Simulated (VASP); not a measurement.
A run of VASP 6.6.1:

INCAR

```
SYSTEM = Fe
PREC     = Accurate       ! precision mode
ENCUT    = 520            ! plane-wave cutoff, eV
EDIFF    = 1E-6           ! SCF threshold, eV
ISMEAR   = -1             ! smearing method
SIGMA    = 0.1            ! smearing width, eV
LREAL    = .False.        ! projectors in reciprocal space
LASPH    = .True.         ! aspherical terms in the spheres
NELM     = 80             ! most SCF steps
ALGO     = Normal         ! electronic algorithm
ISIF     = 2              ! what is computed and relaxed
LWAVE    = .False.        ! write WAVECAR
LCHARG   = .False.        ! write CHGCAR
GGA      = RP             ! functional
NBANDS   = 15             ! bands
```

File KPOINTS:

```
Automatic mesh
0
Gamma
  16 16 9
  0 0 0
```

Contents of POSCAR:

```
Fe
1.0
    2.3754935830      0.0000000000      0.0000000000
   -1.1877467915      2.0572377894      0.0000000000
    0.0000000000      0.0000000000      3.7569390017
Fe
2
Direct
    0.3333333333      0.6666666667      0.2500000000
    0.6666666667      0.3333333333      0.7500000000
```

Potentials or basis: VASP PAW PBE potentials, release 64 (Fe).

Launch:

```sh
$ cat potpaw_PBE.64/Fe/POTCAR > POTCAR
$ mpirun -np 1 vasp_std > vasp.out
```

Hardware: 1 thread of Intel(R) Xeon(R) Platinum 8488C (Sapphire Rapids), on a shared host.

Problem. Estimate the wall time of this run.

Solution. Run time: 21 s on 1 thread of Intel(R) Xeon(R) Platinum 8488C (Sapphire Rapids), on a shared host, peak memory 0.15 GiB. Counts: scf iterations 13, k points 150.
